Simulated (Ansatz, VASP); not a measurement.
## One calculation of Al3Cl, two programs

```
Al Cl
1.0
     5.72680    0.00000    0.00000
    -2.86340    4.95955    0.00000
     0.00000    0.00000    2.92757
Al Cl
3 1
Cartesian
  2.8634 0.0000 1.4638
  -1.4317 2.4798 1.4638
  1.4317 2.4798 1.4638
  0.0000 0.0000 0.0000
```

Alike in both runs: task relaxation of cell and atoms; functional PBE; k mesh 6 × 6 × 6; occupations gaussian, width 0.1 eV; no spin polarisation.

|  | VASP | Ansatz |
| --- | --- | --- |
| version | VASP 6.6.1 | Ansatz 0.2.0 |
| potentials or method | VASP PAW PBE potentials, release 64 (Al, Cl), cutoff 600 eV | scalar-relativistic, plane waves, PAW |
| valence electrons in the cell | 16 | 16 |

VASP gave:

```
gap on the k mesh at the Fermi level, each at its own relaxed structure (eV) : none
relaxed volume (Å³/atom)                                                     : 21.01
relaxed cell length with the largest relative difference (Å)                 : 2.980
```

Estimate Ansatz's values.

gap on the k mesh at the Fermi level, each at its own relaxed structure (eV): none; relaxed volume (Å³/atom): 21.00; relaxed cell length with the largest relative difference (Å): 2.982.

A gap of «none» marks a metal or a gap that the smearing closes.
